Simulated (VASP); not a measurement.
Runs of VASP 6.6.1 on Be. The structure is that of space group P4_2/mnm (No. 136), or close to it. The cells are those of the table. 

| task | cell | gap on the mesh (eV) | pressure (GPa) | largest force (eV/Å) |
| --- | --- | --- | --- | --- |
| single point | a = 3.672, b = 3.672, c = 2.281 Å, 4 atoms | none | 4.2 | 0.12 |
| electric field gradients | a = 3.859, b = 3.859, c = 2.281 Å, 4 atoms | none | -6.8 | 0.12 |
| single point | a = 3.722, b = 3.722, c = 2.266 Å, 4 atoms | none | 1.7 | 0.02 |
| electric field gradients | a = 3.796, b = 3.796, c = 2.311 Å, 4 atoms | none | -5.1 | 0.02 |
| single point | a = 3.747, b = 3.747, c = 2.282 Å, angles 88.8°, 4 atoms | none | -0.6 | 0.06 |
| single point | a = 3.747, b = 3.747, c = 2.282 Å, angles 91.1°, 4 atoms | none | -0.6 | 0.08 |
| electric field gradients | a = 3.670, b = 3.670, c = 2.235 Å, 4 atoms | none | 7.3 | 0.04 |
| single point | a = 3.747, b = 3.747, c = 2.281 Å, angles 89.4°, 4 atoms | none | -0.7 | 0.03 |
| single point | a = 3.748, b = 3.748, c = 2.282 Å, angles 91.7°, 4 atoms | none | (b) | 0.13 |
| single point | a = 3.759, b = 3.759, c = 2.289 Å, 4 atoms | none | (a) | - |

Alike in all rows: level PBEsol; potentials or basis VASP PAW PBE potentials, release 64 (Be); no spin polarisation; k mesh 9 × 9 × 14; cutoff (eV) 520; smearing fermi-dirac 0.05 eV.

Question: Fill in the values left out.

Answer: (a) -1.9; (b) -0.5.

Caveats: the PAW data sets were made with another functional, which shifts forces and pressure a little; the cell stands under pressure (at least some runs); the cell stands under tension (at least some runs).

A gap of «none» marks levels without a gap at the run's occupations.
